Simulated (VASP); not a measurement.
# Al2O3 (P-6m2) in VASP: further runs, part 2 of 2

VASP 6.6.1. Earlier steps stand in the parts before.

## Step 3: Relaxation of volume and atoms at fixed shape, LDA

This run uses another cell than the first one, of 13.45 Å³/atom.

File INCAR:

```
PREC = Accurate ; ENCUT = 600
EDIFF = 1E-7 ; ISMEAR = 1
SIGMA = 0.1 ; LREAL = F
LASPH = T ; NELM = 60
ALGO = Normal ; ISIF = 8
LWAVE = F ; LCHARG = F
IBRION = 2 ; NSW = 80
EDIFFG = -0.01
```

File KPOINTS:

```
Automatic mesh
0
Gamma
  12 12 2
```

File POSCAR:

```
Al2O3
1.0
    2.8843250000      0.0000000000      0.0000000000
   -1.4421620000      2.4978990000      0.0000000000
    0.0000000000      0.0000000000      9.3367540000
Al O
2 3
Direct
    0.0000000000      0.0000000000      0.1499920000
    0.0000000000      0.0000000000      0.8500080000
    0.3333333333      0.6666666667      0.2223170000
    0.6666666667      0.3333333333      0.0000000000
    0.3333333333      0.6666666667      0.7776830000
```

Potentials or basis: VASP PAW LDA potentials, release 64 (Al, O).

On the command line:

```sh
> cat potpaw_LDA.64/Al/POTCAR potpaw_LDA.64/O/POTCAR > POTCAR
> mpirun -np 1 vasp_std > vasp.out
```

OUTCAR:

```text
PREC = Accurate
   ENCUT = 600
   EDIFF = 1E-7
   ISMEAR = 1
   LREAL = F
   LASPH = T
   NELM = 60
   ISIF = 8
   IBRION = 2
   NSW = 80
   EDIFFG = -0.01

 ion  position               nearest neighbor table
   1  0.000  0.000  0.150-   3 1.80   3 1.80   3 1.80   4 2.18   4 2.18   4 2.18   2 2.80
   2  0.000  0.000  0.850-   5 1.80   5 1.80   5 1.80   4 2.18   4 2.18   4 2.18   1 2.80
   3  0.333  0.667  0.222-   1 1.80   1 1.80   1 1.80
   4  0.667  0.333  0.000-   1 2.18   2 2.18   1 2.18   2 2.18   1 2.18   2 2.18
   5  0.333  0.667  0.778-   2 1.80   2 1.80   2 1.80

  LATTYP: Found a hexagonal cell.
 ALAT       =     2.8843250000
 C/A-ratio  =     3.2370672514

  Lattice vectors:

 A1 = (   2.8843250000,   0.0000000000,   0.0000000000)
 A2 = (  -1.4421620000,   2.4978990000,   0.0000000000)
 A3 = (   0.0000000000,   0.0000000000,   9.3367540000)

[... 388 lines left out ...]

 E-fermi :   0.9125     XC(G=0):  -9.0765

 val. band max:        0.8551735726   @ k =   0.3333   0.3333   0.5000
 cond. band min:       5.9817617616   @ k =   0.0000   0.0000   0.0000
 fundamental gap:      5.1265881889
 Fermi energy:         0.9125163674

 k-point     1 :       0.0000    0.0000    0.0000
  band No.  band energies     occupation
      1     -17.9730      2.00000
      2     -16.7266      2.00000
      3     -15.4664      2.00000
      4      -4.3407      2.00000
      5      -1.2855      2.00000
      6      -0.6913      2.00000
[... 433 lines left out ...]
      3     -15.1626      2.00000
      4      -4.5849      2.00000
      5      -4.4523      2.00000
      6      -2.9933      2.00000
[... 8 lines left out ...]
     15      10.5665      0.00000
     16      11.6034      0.00000

 [... further k-points ...]

------------------------ aborting loop because EDIFF is reached ----------------------------------------

  FORCE on cell =-STRESS in cart. coord.  units (eV):
  Direction    XX          YY          ZZ          XY          YZ          ZX
  --------------------------------------------------------------------------------------
  -------------------------------------------------------------------------------------
  Total        0.0924428      0.0924428     -0.1712513      0.0000000      0.0000000      0.0000000
  in kB        2.3045989      2.3045994     -4.2692969      0.0000005      0.0000000      0.0000000
  external PRESSURE =       0.1133005 kB  Pullay stress =       0.0000000 kB
[... 20 lines left out ...]
  FREE ENERGIE OF THE ION-ELECTRON SYSTEM (eV)
  ---------------------------------------------------
  free  energy   TOTEN  =       -40.1669353167 eV

  energy  without entropy=      -40.1693336833  energy(sigma->0) =      -40.16773477

 reached required accuracy - stopping structural energy minimisation
```

OSZICAR:

```text
N       E                     dE             d eps       ncg     rms          rms(c)
DAV:   1     0.143651571399E+03    0.14365E+03   -0.13631E+04  1216   0.151E+03
DAV:   2    -0.355549551709E+02   -0.17921E+03   -0.17575E+03  1544   0.299E+02
DAV:   3    -0.446704443824E+02   -0.91155E+01   -0.91013E+01  1672   0.800E+01
DAV:   4    -0.447588558357E+02   -0.88411E-01   -0.88394E-01  1560   0.819E+00
[... 109 lines left out ...]
DAV:   1    -0.401669520960E+02   -0.27310E-04   -0.44957E-04  1336   0.196E-01    0.288E-02
DAV:   2    -0.401669362729E+02    0.15823E-04   -0.76073E-05  1424   0.696E-02    0.496E-03
DAV:   3    -0.401669356547E+02    0.61822E-06   -0.19593E-06  1664   0.120E-02    0.216E-03
DAV:   4    -0.401669353457E+02    0.30895E-06   -0.41644E-07  1600   0.652E-03    0.983E-04
DAV:   5    -0.401669353167E+02    0.29059E-07   -0.40008E-07  1656   0.646E-03
  12 F= -.40166935E+02 E0= -.40167735E+02  d E =-.105553E-04
```

Run time: 6.9 min. Hardware: 1 thread of Intel Xeon 8259CL, shared host; peak memory 0.2 GiB.

Results:

```yaml
Free_energy: -40.1669 eV
Relaxed_volume: 12.85 Å³/atom
Relaxed_cell: a = 2.841 Å, b = 2.841 Å, c = 9.196 Å, α = 90.00°, β = 90.00°, γ = 120.00°
Space_group_after_relaxing_to_0.1_Å: P-6m2 (No. 187)
Energy_gained_by_relaxing: 13.1 meV/atom
Ionic_steps: 12
Pressure_after_relaxing: 0.0 GPa
Band_gap_on_the_k_mesh: 5.13 eV (least direct gap 5.40 eV)
```

Forces on the atoms (eV/Å):
```
Al   0.000  0.000  0.002
Al   0.000  0.000 -0.002
O    0.000  0.000 -0.001
O    0.000  0.000  0.000
O    0.000  0.000  0.001
```

The path:
| step | energy change (eV) | largest force (eV/Å) | pressure (GPa) | volume (Å³) |
| --- | --- | --- | --- | --- |
| 1 | 0.0000 | 0.5022 | -6.61 | 67.27 |
| 2 | 0.0129 | 1.0029 | 7.77 | 62.01 |
| 3 | -0.0616 | 0.3213 | -0.35 | 64.68 |
| 4 | -0.0638 | 0.2353 | 0.07 | 64.24 |
| 5 | -0.0654 | 0.0153 | -0.09 | 64.41 |
| 6 | -0.0654 | 0.0223 | 0.03 | 64.35 |
| 7 | -0.0654 | 0.0272 | 0.10 | 64.31 |
| 8 | -0.0654 | 0.0221 | 0.09 | 64.30 |
| 9 | -0.0655 | 0.0100 | 0.07 | 64.27 |
| 10 | -0.0654 | 0.0238 | 0.02 | 64.20 |
| 11 | -0.0655 | 0.0143 | 0.06 | 64.25 |
| 12 | -0.0655 | 0.0024 | 0.01 | 64.27 |

Final structure:
```xyz
5
Lattice="2.8408 0.0000 0.0000 -1.4204 2.4602 0.0000 0.0000 0.0000 9.1957" Properties=species:S:1:pos:R:3 pbc="T T T"
Al    2.8408    0.0000    1.3738
Al    2.8408    0.0000    7.8220
O     0.0000    1.6401    2.0417
O     1.4204    0.8201    9.1957
O     0.0000    1.6401    7.1540
```

Levels at points of the mesh, in eV from the valence-band top:
| k point | band 8 | band 9 | band 10 | band 11 | band 12 | band 13 | band 14 | band 15 | band 16 |
| --- | --- | --- | --- | --- | --- | --- | --- | --- | --- |
| (0.00, 0.00, 0.00) | -1.23 | -1.23 | -0.60 | -0.60 | -0.28 | 5.13 | 7.61 | 8.21 | 9.41 |
| (0.50, 0.00, 0.00) | -2.35 | -1.98 | -1.09 | -0.85 | -0.57 | 7.90 | 9.11 | 9.16 | 11.11 |
| (0.00, 0.00, 0.50) | -1.23 | -1.23 | -0.60 | -0.60 | -0.33 | 5.27 | 7.28 | 8.17 | 9.85 |
| (0.50, 0.00, 0.50) | -2.35 | -1.98 | -1.09 | -0.86 | -0.56 | 7.91 | 9.06 | 9.22 | 10.87 |

A k mesh can miss the band edges.
